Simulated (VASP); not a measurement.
# Pt (Fm-3m) in VASP: single point with PBE

Aim: the single point of Pt with PBE.

All numbers are computed with VASP 6.6.1; they aren't measurements. Logs are shortened: lines on timing, memory, paths and dates and some standing lists are left out, and cuts for length are marked.

### Step 1. The cell of the first run

Symmetry: Fm-3m, No. 225, cubic system. The conventional cell has a = 3.970 Å, b = 3.970 Å, c = 3.970 Å, α = 90.00°, β = 90.00°, γ = 90.00°. Within 3.7 Å of Pt (site symmetry m-3m) lie 12 Pt at 2.81 Å.

### Step 2. Single point, PBE

The input, INCAR:

```
SYSTEM = Pt
ALGO = Fast
EDIFF = 1E-6
ENCUT = 520
GGA = PE
ISIF = 2
ISMEAR = 0
ISYM = 0
LASPH = .TRUE.
LCHARG = .FALSE.
LREAL = .FALSE.
LWAVE = .FALSE.
NBANDS = 11
NELM = 60
PREC = Accurate
SIGMA = 0.1
```

The input, KPOINTS:

```
k-points
0
G
  12 12 15
  0 0 0
```

The input, POSCAR:

```
Pt
1.0
    2.8073770645      0.0000000000      0.0000000000
   -1.4036885323      2.4312598559      0.0000000000
    1.4036885323      0.8104199520      2.2922137745
Pt
1
Direct
    0.0000000000      0.0000000000      0.0000000000
```

Potentials or basis: VASP PAW PBE potentials, release 64 (Pt).

Launch:

```
cat potpaw_PBE.64/Pt/POTCAR > POTCAR
mpirun -np 1 vasp_std > vasp.out
```

OUTCAR:

```text
SYSTEM = Pt
   EDIFF = 1E-6
   ENCUT = 520
   GGA = PE
   ISIF = 2
   ISMEAR = 0
   ISYM = 0
   LASPH = .TRUE.
   LREAL = .FALSE.
   NELM = 60
   PREC = Accurate

 ion  position               nearest neighbor table
   1  0.000  0.000  0.000-

IMPORTANT INFORMATION: All symmetrisations will be switched off!
NOSYMM: (Re-)initialisation of all symmetry stuff for point group C_1.

----------------------------------------------------------------------------------------

                                     Primitive cell

  volume of cell :      15.6454

  direct lattice vectors                    reciprocal lattice vectors
     2.807377064  0.000000000  0.000000000     0.356204378  0.205654693 -0.290839656
    -1.403688532  2.431259856  0.000000000     0.000000000  0.411309387 -0.145419828
     1.403688532  0.810419952  2.292213774     0.000000000  0.000000000  0.436259485

  length of vectors
     2.807377064  2.807377065  2.807377065     0.503749062  0.436259485  0.436259485

  position of ions in fractional coordinates (direct lattice)
     0.000000000  0.000000000  0.000000000

  ion indices of the primitive-cell ions
   primitive index   ion index
                 1           1

----------------------------------------------------------------------------------------

 KPOINTS: k-points

Automatic generation of k-mesh.
 Grid dimensions read from file:
 generate k-points for:   12   12   15

 Generating k-lattice:

  Cartesian coordinates                     Fractional coordinates (reciprocal lattice)
     0.029683698  0.017137891 -0.024236638     0.083333333  0.000000000 -0.000000000
     0.000000000  0.034275782 -0.012118319     0.000000000  0.083333333 -0.000000000
     0.000000000  0.000000000  0.029083966     0.000000000  0.000000000  0.066666667

  Length of vectors
     0.041979088  0.036354957  0.029083966

  Shift w.r.t. Gamma in fractional coordinates (k-lattice)
     0.000000000  0.000000000  0.000000000

 -----------------------------------------------------------------------------
|                                                                             |
|           W    W    AA    RRRRR   N    N  II  N    N   GGGG   !!!           |
|           W    W   A  A   R    R  NN   N  II  NN   N  G    G  !!!           |
|           W    W  A    A  R    R  N N  N  II  N N  N  G       !!!           |
|           W WW W  AAAAAA  RRRRR   N  N N  II  N  N N  G  GGG   !            |
|           WW  WW  A    A  R   R   N   NN  II  N   NN  G    G                |
|           W    W  A    A  R    R  N    N  II  N    N   GGGG   !!!           |
|                                                                             |
|     Your reciprocal lattice and k-lattice belong to different lattice       |
|     classes:                                                                |
|                                                                             |
|        The reciprocal lattice is body-centered cubic,                       |
|        whereas your k-lattice is base-centered monoclinic.                  |
|                                                                             |
|     Results are often still useful ...                                      |
|                                                                             |
 -----------------------------------------------------------------------------

 WARNING: IBZKPT: internal override: KBLOWUP is changed to .FALSE.
      ... skipping the blow-up phase ...

 Subroutine IBZKPT returns following result:
 ===========================================

 Found   1082 irreducible k-points:

 Following reciprocal coordinates:
            Coordinates               Weight
  0.000000  0.000000  0.000000      1.000000
  0.083333 -0.000000  0.000000      2.000000
  0.166667  0.000000  0.000000      2.000000
  0.250000  0.000000  0.000000      2.000000
  0.333333  0.000000  0.000000      2.000000
  0.416667  0.000000  0.000000      2.000000
[... 16 lines left out ...]
  0.250000  0.166667  0.000000      2.000000
  0.333333  0.166667  0.000000      2.000000
 [... further k-points ...]
   k-points           NKPTS =   1082   k-points in BZ     NKDIM =   1082   number of bands    NBANDS=     11
   number of dos      NEDOS =    301   number of ions     NIONS =      1
   total plane-waves  NPLWV =  13824
   dimension x,y,z NGX =    24 NGY =   24 NGZ =   24
   dimension x,y,z NGXF=    48 NGYF=   48 NGZF=   48
   ions per type =               1
   NGX,Y,Z   is equivalent  to a cutoff of  14.21, 14.21, 14.21 a.u.
   NGXF,Y,Z  is equivalent  to a cutoff of  28.42, 28.42, 28.42 a.u.
 SYSTEM =  Pt
   PREC   = accura    normal or accurate (medium, high low for compatibility)
   ISTART =      0    job   : 0-new  1-cont  2-samecut
   ICHARG =      2    charge: 1-file 2-atom 10-const
   ISPIN  =      1    spin polarized calculation?
   LNONCOLLINEAR =      F non collinear calculations
   LSORBIT =      F    spin-orbit coupling
   LASPH  =      T    aspherical Exc in radial PAW
   ENCUT  =  520.0 eV  38.22 Ry    6.18 a.u.   5.22  5.22  5.22*2*pi/ulx,y,z
   NELM   =     60;   NELMIN=  2; NELMDL= -5     # of ELM steps
   EDIFF  = 0.1E-05   stopping-criterion for ELM
   LREAL  =      F    real-space projection
   EDIFFG = 0.1E-04   stopping-criterion for IOM
   NSW    =      0    number of steps for IOM
   IBRION =     -1    ionic relax: 0-MD 1-quasi-New 2-CG
   NFREE  =      0    steps in history (QN), initial steepest desc. (CG)
   ISIF   =      2    stress and relaxation
   ISYM   =      0    0-nonsym 1-usesym 2-fastsym
   POTIM  = 0.5000    time-step for ionic-motion
   TEBEG  =    0.0;   TEEND  =   0.0 temperature during run
   PSTRESS=    0.0 pullay stress
   NELECT =      10.0000    total number of electrons
   NUPDOWN=      -1.0000    fix difference up-down
   EMIN   =  10.00;   EMAX   =-10.00  energy-range for DOS
   EFERMI =   0.00;   METHOD = LEGACY
   ISMEAR =     0;   SIGMA  =   0.10  broadening in eV -4-tet -1-fermi 0-gaus
   EFERMI_NEDOS =   21; number of points for ismear=-14 and -15
   IALGO  =     68    algorithm
   IMIX   =      4    mixing-type and parameters
     AMIX     =   0.40;   BMIX     =  1.00
     AMIX_MAG =   1.60;   BMIX_MAG =  1.00
  volume/ion in A,a.u.               =      15.65       105.58
  Fermi-wavevector in a.u.,A,eV,Ry     =   1.410195  2.664882 27.057214  1.988649
  Thomas-Fermi vector in A             =   2.532173
   LORBIT       =      0    0 simple, 1 ext, 2 COOP (PROOUT), +10 PAW based schemes
   GGA     = PE    functional components
   LHFCALC =     F    Hartree Fock is set to
   AEXX    =    0.0000 exact exchange contribution
   IVDW    =     0    specifies the selected vdW correction
   LEPSILON=     F    determine dielectric tensor
   LRPA    =     F    only Hartree local field effects (RPA)
 non-spin polarized calculation
 RMM-DIIS sequential band-by-band and
 Gauss-broadening in eV      SIGMA  =   0.10
  energy-cutoff  :      520.00
  volume of cell :       15.65
 maximum number of plane-waves:       444
 NGX is ok and might be reduce to    24
   NGX = 11   NGY = 11   NGZ = 11

 number of electron      10.0000002 magnetization

 Free energy of the ion-electron system (eV)
  ---------------------------------------------------
  ext. energy  EPLUGINS =         0.00000000
  ---------------------------------------------------
  free energy    TOTEN  =        -6.10345918 eV

  energy without entropy =       -6.09340025  energy(sigma->0) =       -6.09842972

 E-fermi :  10.5785     XC(G=0): -13.2695

 val. band max:       10.5782413141   @ k =   0.4167  -0.4167   0.0667
 cond. band min:      10.5810121772   @ k =  -0.4167   0.1667   0.3333
 fundamental gap:      0.0027708632
 Fermi energy:        10.5784826312

 k-point     1 :       0.0000    0.0000    0.0000
  band No.  band energies     occupation
      1       0.7629      2.00000
      2       7.0071      2.00000
      3       7.0077      2.00000
      4       7.0092      2.00000
      5       9.0358      2.00000
      6       9.0377      2.00000
      7      25.3069      0.00000
      8      30.0647      0.00000
      9      30.0672      0.00000
     10      30.0677      0.00000
     11      35.2763      0.00000

 k-point     2 :       0.0833   -0.0000    0.0000
  band No.  band energies     occupation
      1       1.1209      2.00000
      2       6.7821      2.00000
      3       7.1893      2.00000
      4       7.1902      2.00000
      5       8.7862      2.00000
      6       9.1301      2.00000
      7      25.8522      0.00000
      8      29.1716      0.00000
      9      30.0799      0.00000
     10      30.0806      0.00000
     11      37.3356      0.00000

 k-point     3 :       0.1667    0.0000    0.0000
  band No.  band energies     occupation
      1       2.1266      2.00000
      2       6.2093      2.00000
      3       7.7245      2.00000
      4       7.7255      2.00000
      5       8.1831      2.00000
      6       9.3893      2.00000
      7      27.3297      0.00000
      8      28.2306      0.00000
      9      29.4891      0.00000
     10      29.4895      0.00000
     11      35.8799      0.00000
[... 267 lines left out ...]
 k-point    23 :       0.2500    0.1667    0.0000
  band No.  band energies     occupation
      1       4.4864      2.00000
      2       5.3849      2.00000
      3       7.3185      2.00000
      4       8.7255      2.00000
      5      10.5987      0.77492
      6      11.2707      0.00000
      7      20.9907      0.00000
      8      25.6795      0.00000
      9      25.7255      0.00000
     10      29.7589      0.00000
     11      33.9778      0.00000

 k-point    24 :       0.3333    0.1667    0.0000
  band No.  band energies     occupation
      1       4.4189      2.00000
      2       4.9731      2.00000
      3       8.3501      2.00000
      4       9.4886      2.00000
      5      10.8040      0.00143
      6      13.5304      0.00000
      7      18.8645      0.00000
      8      22.6289      0.00000
      9      23.9688      0.00000
     10      30.5353      0.00000
     11      34.2715      0.00000

 [... further k-points ...]

------------------------ aborting loop because EDIFF is reached ----------------------------------------

  FORCE on cell =-STRESS in cart. coord.  units (eV):
  Direction    XX          YY          ZZ          XY          YZ          ZX
  --------------------------------------------------------------------------------------
  -------------------------------------------------------------------------------------
  Total       -0.0555815     -0.0535027     -0.0243311     -0.0017985      0.0005229      0.0009058
  in kB       -5.6918482     -5.4789756     -2.4916352     -0.1841770      0.0535521      0.0927588
  external PRESSURE =      -4.5541530 kB  Pullay stress =       0.0000000 kB

 VOLUME and BASIS-vectors are now :
 -----------------------------------------------------------------------------
  energy-cutoff  :      520.00
  volume of cell :       15.65
      direct lattice vectors                 reciprocal lattice vectors
     2.807377064  0.000000000  0.000000000     0.356204378  0.205654693 -0.290839656
    -1.403688532  2.431259856  0.000000000     0.000000000  0.411309387 -0.145419828
     1.403688532  0.810419952  2.292213774     0.000000000  0.000000000  0.436259485

 POSITION                                       TOTAL-FORCE (eV/Angst)
 -----------------------------------------------------------------------------------
      0.00000      0.00000      0.00000        -0.000003      0.000001      0.000001
 -----------------------------------------------------------------------------------
    total drift:                               -0.000003      0.000001      0.000001

  FREE ENERGIE OF THE ION-ELECTRON SYSTEM (eV)
  ---------------------------------------------------
  free  energy   TOTEN  =        -6.1034591794 eV

  energy  without entropy=       -6.0934002537  energy(sigma->0) =       -6.09842972
```

Wall time 5.9 min (1 thread of AMD EPYC 7R13, shared host); peak memory 0.28 GiB.

What came out:

* Free energy: -6.1035 eV
* Pressure: -0.5 GPa
* Band gap on the k mesh: zero (bands 5 and 6 overlap by 2.09 eV)

Caveat: spin-orbit coupling is left out, which moves the levels of the heavy elements.
